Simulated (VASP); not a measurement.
# Hg (Pm-3m) in VASP: relaxation of cell and atoms with PBE

Aim: the relaxation of cell and atoms of Hg with PBE.

Program: VASP 6.6.1. These are calculated values, not measurements. Logs are shortened: lines on timing, memory, paths and dates and some standing lists are left out, and cuts for length are marked.

## (1) The cell of the first run

Symmetry: Pm-3m, No. 221, cubic system. Conventional cell: a = 4.848 Å, b = 4.848 Å, c = 4.848 Å, α = 90.00°, β = 90.00°, γ = 90.00°. Within 4.5 Å of Hg (site symmetry 4/mmm) lie 8 Hg at 3.43 Å.

The cell was generated, and may not be a known phase.

## (2) Relaxation of cell and atoms, PBE

INCAR

```
PREC     = Accurate       # precision mode
ENCUT    = 500            # plane-wave cutoff, eV
EDIFF    = 1E-7           # SCF threshold, eV
ISMEAR   = 0              # smearing method
SIGMA    = 0.1            # smearing width, eV
LREAL    = F              # projectors in reciprocal space
LASPH    = T              # aspherical terms in the spheres
NELM     = 120            # most SCF steps
ALGO     = Normal         # electronic algorithm
ISIF     = 3              # what is computed and relaxed
LWAVE    = F              # write WAVECAR
LCHARG   = F              # write CHGCAR
GGA      = PE             # functional
IBRION   = 2              # ionic algorithm
NSW      = 100            # ionic steps
EDIFFG   = -0.01          # ionic threshold
GGA_COMPAT= F            
NELMIN   = 4
```

KPOINTS

```
Automatic mesh
0
Gamma
  10 10 10
```

POSCAR

```
Hg
1.0
    4.8483316154      0.0000000000      0.0000000000
    0.0000000000      4.8483316154      0.0000000000
    0.0000000000      0.0000000000      4.8483316154
Hg
3
Direct
    0.5000000000      0.0000000000      0.0000000000
    0.0000000000      0.5000000000      0.0000000000
    0.0000000000      0.0000000000      0.5000000000
```

Potentials or basis: VASP PAW PBE potentials, release 64 (Hg_sv_GW).

Command:

```bash
$ cat potpaw_PBE.64/Hg_sv_GW/POTCAR > POTCAR
$ mpirun -np 1 vasp_std > vasp.out
```

OUTCAR:

```text
PREC = Accurate
   ENCUT = 500
   EDIFF = 1E-7
   ISMEAR = 0
   LREAL = F
   LASPH = T
   NELM = 120
   ISIF = 3
   GGA = PE
   IBRION = 2
   NSW = 100
   EDIFFG = -0.01
   NELMIN = 4

 ion  position               nearest neighbor table
   1  0.500  0.000  0.000-
   2  0.000  0.500  0.000-
   3  0.000  0.000  0.500-

  LATTYP: Found a simple cubic cell.
 ALAT       =     4.8483316154

  Lattice vectors:

 A1 = (   4.8483316154,   0.0000000000,   0.0000000000)
 A2 = (   0.0000000000,   4.8483316154,   0.0000000000)
 A3 = (   0.0000000000,   0.0000000000,   4.8483316154)

Analysis of symmetry for initial positions (statically):
=====================================================================
 Subroutine PRICEL returns:
 Original cell was already a primitive cell.

 Routine SETGRP: Setting up the symmetry group for a
 simple cubic supercell.

 Subroutine GETGRP returns: Found 48 space group operations
 (whereof 48 operations were pure point group operations)
 out of a pool of 48 trial point group operations.

The static configuration has the point symmetry O_h .

Analysis of symmetry for dynamics (positions and initial velocities):
=====================================================================
 Subroutine PRICEL returns:
 Original cell was already a primitive cell.

 Routine SETGRP: Setting up the symmetry group for a
 simple cubic supercell.

 Subroutine GETGRP returns: Found 48 space group operations
 (whereof 48 operations were pure point group operations)
 out of a pool of 48 trial point group operations.

The dynamic configuration has the point symmetry O_h .

 Subroutine INISYM returns: Found 48 space group operations
 (whereof 48 operations are pure point group operations),
 and found     1 'primitive' translations

----------------------------------------------------------------------------------------

                                     Primitive cell

  volume of cell :     113.9664

  direct lattice vectors                    reciprocal lattice vectors
     4.848331615  0.000000000  0.000000000     0.206256519  0.000000000  0.000000000
     0.000000000  4.848331615  0.000000000     0.000000000  0.206256519  0.000000000
     0.000000000  0.000000000  4.848331615     0.000000000  0.000000000  0.206256519

  length of vectors
     4.848331615  4.848331615  4.848331615     0.206256519  0.206256519  0.206256519

  position of ions in fractional coordinates (direct lattice)
     0.500000000  0.000000000  0.000000000
     0.000000000  0.500000000  0.000000000
     0.000000000  0.000000000  0.500000000

  ion indices of the primitive-cell ions
   primitive index   ion index
                 1           1
                 2           2
                 3           3

----------------------------------------------------------------------------------------

 KPOINTS: Automatic mesh

Automatic generation of k-mesh.
 Grid dimensions read from file:
 generate k-points for:   10   10   10

 Generating k-lattice:

  Cartesian coordinates                     Fractional coordinates (reciprocal lattice)
     0.020625652  0.000000000  0.000000000     0.100000000  0.000000000  0.000000000
     0.000000000  0.020625652  0.000000000     0.000000000  0.100000000  0.000000000
     0.000000000  0.000000000  0.020625652     0.000000000  0.000000000  0.100000000

  Length of vectors
     0.020625652  0.020625652  0.020625652

  Shift w.r.t. Gamma in fractional coordinates (k-lattice)
     0.000000000  0.000000000  0.000000000

 Subroutine IBZKPT returns following result:
 ===========================================

 Found     56 irreducible k-points:

 Following reciprocal coordinates:
            Coordinates               Weight
  0.000000  0.000000  0.000000      1.000000
  0.100000  0.000000  0.000000      6.000000
  0.200000  0.000000  0.000000      6.000000
  0.300000  0.000000  0.000000      6.000000
  0.400000  0.000000  0.000000      6.000000
  0.500000  0.000000  0.000000      3.000000
[... 16 lines left out ...]
  0.200000  0.100000  0.100000     24.000000
  0.300000  0.100000  0.100000     24.000000
 [... further k-points ...]
   k-points           NKPTS =     56   k-points in BZ     NKDIM =     56   number of bands    NBANDS=     36
   number of dos      NEDOS =    301   number of ions     NIONS =      3
   total plane-waves  NPLWV =  46656
   dimension x,y,z NGX =    36 NGY =   36 NGZ =   36
   dimension x,y,z NGXF=    72 NGYF=   72 NGZF=   72
   ions per type =               3
   NGX,Y,Z   is equivalent  to a cutoff of  12.34, 12.34, 12.34 a.u.
   NGXF,Y,Z  is equivalent  to a cutoff of  24.69, 24.69, 24.69 a.u.
 SYSTEM =  unknown system
   PREC   = accura    normal or accurate (medium, high low for compatibility)
   ISTART =      0    job   : 0-new  1-cont  2-samecut
   ICHARG =      2    charge: 1-file 2-atom 10-const
   ISPIN  =      1    spin polarized calculation?
   LNONCOLLINEAR =      F non collinear calculations
   LSORBIT =      F    spin-orbit coupling
   LASPH  =      T    aspherical Exc in radial PAW
   ENCUT  =  500.0 eV  36.75 Ry    6.06 a.u.   8.84  8.84  8.84*2*pi/ulx,y,z
   NELM   =    120;   NELMIN=  4; NELMDL= -5     # of ELM steps
   EDIFF  = 0.1E-06   stopping-criterion for ELM
   LREAL  =      F    real-space projection
   EDIFFG = -.1E-01   stopping-criterion for IOM
   NSW    =    100    number of steps for IOM
   IBRION =      2    ionic relax: 0-MD 1-quasi-New 2-CG
   NFREE  =      1    steps in history (QN), initial steepest desc. (CG)
   ISIF   =      3    stress and relaxation
   ISYM   =      2    0-nonsym 1-usesym 2-fastsym
   POTIM  = 0.5000    time-step for ionic-motion
   TEBEG  =    0.0;   TEEND  =   0.0 temperature during run
   PSTRESS=    0.0 pullay stress
   NELECT =      60.0000    total number of electrons
   NUPDOWN=      -1.0000    fix difference up-down
   EMIN   =  10.00;   EMAX   =-10.00  energy-range for DOS
   EFERMI =   0.00;   METHOD = LEGACY
   ISMEAR =     0;   SIGMA  =   0.10  broadening in eV -4-tet -1-fermi 0-gaus
   EFERMI_NEDOS =   21; number of points for ismear=-14 and -15
   IALGO  =     38    algorithm
   IMIX   =      4    mixing-type and parameters
     AMIX     =   0.40;   BMIX     =  1.00
     AMIX_MAG =   1.60;   BMIX_MAG =  1.00
  volume/ion in A,a.u.               =      37.99       256.36
  Fermi-wavevector in a.u.,A,eV,Ry     =   1.321903  2.498035 23.775196  1.747428
  Thomas-Fermi vector in A             =   2.451623
   LORBIT       =      0    0 simple, 1 ext, 2 COOP (PROOUT), +10 PAW based schemes
   GGA     = PE    functional components
   LHFCALC =     F    Hartree Fock is set to
   AEXX    =    0.0000 exact exchange contribution
   IVDW    =     0    specifies the selected vdW correction
   LEPSILON=     F    determine dielectric tensor
   LRPA    =     F    only Hartree local field effects (RPA)
 conjugate gradient relaxation of ions
 non-spin polarized calculation
 Gauss-broadening in eV      SIGMA  =   0.10
  energy-cutoff  :      500.00
  volume of cell :      113.97
 maximum number of plane-waves:      2945
 NGX is ok and might be reduce to    36
   NGX = 17   NGY = 17   NGZ = 17

--------------------------------------- Ionic step        1  -------------------------------------------

 number of electron      59.9999981 magnetization

 Free energy of the ion-electron system (eV)
  ---------------------------------------------------
  ext. energy  EPLUGINS =         0.00000000
  ---------------------------------------------------
  free energy    TOTEN  =        -0.48995287 eV

  energy without entropy =       -0.48791150  energy(sigma->0) =       -0.48893219

------------------------ aborting loop because EDIFF is reached ----------------------------------------

  FORCE on cell =-STRESS in cart. coord.  units (eV):
  Direction    XX          YY          ZZ          XY          YZ          ZX
  --------------------------------------------------------------------------------------
  -------------------------------------------------------------------------------------
  Total       -0.6952965     -0.6952965     -0.6952965     -0.0000000     -0.0000000      0.0000000
  in kB       -9.7747051     -9.7747051     -9.7747051     -0.0000000     -0.0000000      0.0000000
  external PRESSURE =      -9.7747051 kB  Pullay stress =       0.0000000 kB

 VOLUME and BASIS-vectors are now :
 -----------------------------------------------------------------------------
  energy-cutoff  :      500.00
  volume of cell :      113.97
      direct lattice vectors                 reciprocal lattice vectors
     4.848331615  0.000000000  0.000000000     0.206256519  0.000000000  0.000000000
     0.000000000  4.848331615  0.000000000     0.000000000  0.206256519  0.000000000
     0.000000000  0.000000000  4.848331615     0.000000000  0.000000000  0.206256519
[... 75 lines left out ...]
 POSITION                                       TOTAL-FORCE (eV/Angst)
 -----------------------------------------------------------------------------------
      2.31575      0.00000      0.00000         0.000000     -0.000000      0.000000
     -0.00000      2.31575      0.00000        -0.000000      0.000000      0.000000
     -0.00000     -0.00000      2.31575        -0.000000     -0.000000      0.000000
 -----------------------------------------------------------------------------------
    total drift:                                0.000000      0.000000     -0.000000

  FREE ENERGIE OF THE ION-ELECTRON SYSTEM (eV)
  ---------------------------------------------------
  free  energy   TOTEN  =        -0.5306797577 eV

  energy  without entropy=       -0.5278179236  energy(sigma->0) =       -0.52924884

--------------------------------------- Ionic step        4  -------------------------------------------

 number of electron      59.9999987 magnetization

 Free energy of the ion-electron system (eV)
  ---------------------------------------------------
  ext. energy  EPLUGINS =         0.00000000
  ---------------------------------------------------
  free energy    TOTEN  =        -0.53278202 eV

  energy without entropy =       -0.53118284  energy(sigma->0) =       -0.53198243

 E-fermi :   2.9547     XC(G=0):  -9.0577

 val. band max:        2.8855415745   @ k =   0.5000   0.1000   0.0000
 cond. band min:       2.9550498946   @ k =   0.5000   0.5000   0.0000
 fundamental gap:      0.0695083201
 Fermi energy:         2.9546548757

 k-point     1 :       0.0000    0.0000    0.0000
  band No.  band energies     occupation
      1    -111.6641      2.00000
      2    -111.6634      2.00000
      3    -111.6634      2.00000
      4     -60.0137      2.00000
      5     -60.0137      2.00000
      6     -60.0137      2.00000
[... 925 lines left out ...]
     35       8.6107      0.00000
     36      10.1193      0.00000

 [... further k-points ...]

------------------------ aborting loop because EDIFF is reached ----------------------------------------

  FORCE on cell =-STRESS in cart. coord.  units (eV):
  Direction    XX          YY          ZZ          XY          YZ          ZX
  --------------------------------------------------------------------------------------
  -------------------------------------------------------------------------------------
  Total        0.0226483      0.0226483      0.0226483     -0.0000000     -0.0000000      0.0000000
  in kB        0.3569203      0.3569203      0.3569203     -0.0000000     -0.0000000      0.0000000
  external PRESSURE =       0.3569203 kB  Pullay stress =       0.0000000 kB

 VOLUME and BASIS-vectors are now :
 -----------------------------------------------------------------------------
  energy-cutoff  :      500.00
  volume of cell :      101.67
      direct lattice vectors                 reciprocal lattice vectors
     4.667219391  0.000000000  0.000000000     0.214260337  0.000000000  0.000000000
    -0.000000000  4.667219391  0.000000000    -0.000000000  0.214260337  0.000000000
    -0.000000000 -0.000000000  4.667219391    -0.000000000 -0.000000000  0.214260337

 POSITION                                       TOTAL-FORCE (eV/Angst)
 -----------------------------------------------------------------------------------
      2.33361      0.00000      0.00000        -0.000000     -0.000000      0.000000
     -0.00000      2.33361      0.00000         0.000000      0.000000      0.000000
     -0.00000     -0.00000      2.33361         0.000000     -0.000000      0.000000
 -----------------------------------------------------------------------------------
    total drift:                                0.000000      0.000000     -0.000000

  FREE ENERGIE OF THE ION-ELECTRON SYSTEM (eV)
  ---------------------------------------------------
  free  energy   TOTEN  =        -0.5327820222 eV

  energy  without entropy=       -0.5311828361  energy(sigma->0) =       -0.53198243

 reached required accuracy - stopping structural energy minimisation
```

Wall time 9.1 min (1 thread of Intel Xeon 6975P-C (Granite Rapids), shared host); peak memory 0.34 GiB.

Results:

```yaml
Free_energy: -0.5328 eV
Relaxed_volume: 33.89 Å³/atom
Relaxed_cell: a = 4.667 Å, b = 4.667 Å, c = 4.667 Å, α = 90.00°, β = 90.00°, γ = 90.00°
Space_group_after_relaxing_to_0.1_Å: Pm-3m (No. 221)
Energy_gained_by_relaxing: 14.3 meV/atom
Ionic_steps: 4
Pressure_after_relaxing: 0.0 GPa
Band_gap_on_the_k_mesh: zero (bands 30 and 31 overlap by 1.44 eV)
```

The path:
```
step  energy change (eV)  largest force (eV/Å)  pressure (GPa)  volume (Å³)
   1              0.0000                0.0000           -0.98       113.97
   2             -0.0208                0.0000           -0.79       110.19
   3             -0.0407                0.0000            0.25        99.35
   4             -0.0428                0.0000            0.04       101.67
```

Final structure:
```xyz
3
Lattice="4.6672 0.0000 0.0000 0.0000 4.6672 0.0000 0.0000 0.0000 4.6672" Properties=species:S:1:pos:R:3 pbc="T T T"
Hg    2.3336    0.0000    0.0000
Hg    0.0000    2.3336    0.0000
Hg    0.0000    0.0000    2.3336
```

Caveat: spin-orbit coupling is left out, which moves the levels of the heavy elements.

The gap in the log of VASP goes by the Fermi energy; the results here count the filled bands.